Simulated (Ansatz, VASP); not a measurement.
**Two plane-wave programs on C**

```xyz
2
Lattice="0.0000 1.7801 1.8335 1.7801 0.0000 1.8335 1.7801 1.7801 0.0000" Properties=species:S:1:pos:R:3 pbc="T T T"
C     0.0000    0.0000    0.0000
C     0.8901    0.8901    0.9168
```

Change from the starting cell: uniaxial_z strain +3.0%.

Alike in both runs: task single point; functional PBE; k mesh 12 × 12 × 12; occupations fermi-dirac, width 0.02 eV; no spin polarisation.

|  | VASP | Ansatz |
| --- | --- | --- |
| version | VASP 6.6.1 | Ansatz 0.2.0 |
| potentials or method | VASP PAW PBE potentials, release 64 (C) | plane waves, PAW |
| plane-wave cutoff (eV) | 520 | 420 |
| valence electrons in the cell | 8 | 8 |

```csv
,VASP,Ansatz,Ansatz less VASP
gap on the k mesh at the Fermi level (eV),3.73,3.74,+0.009
pressure (GPa),-7.7,-8.3,-0.59
"traceless stress, the component that is largest in VASP (GPa)",-18.39,-18.40,-0.006
```
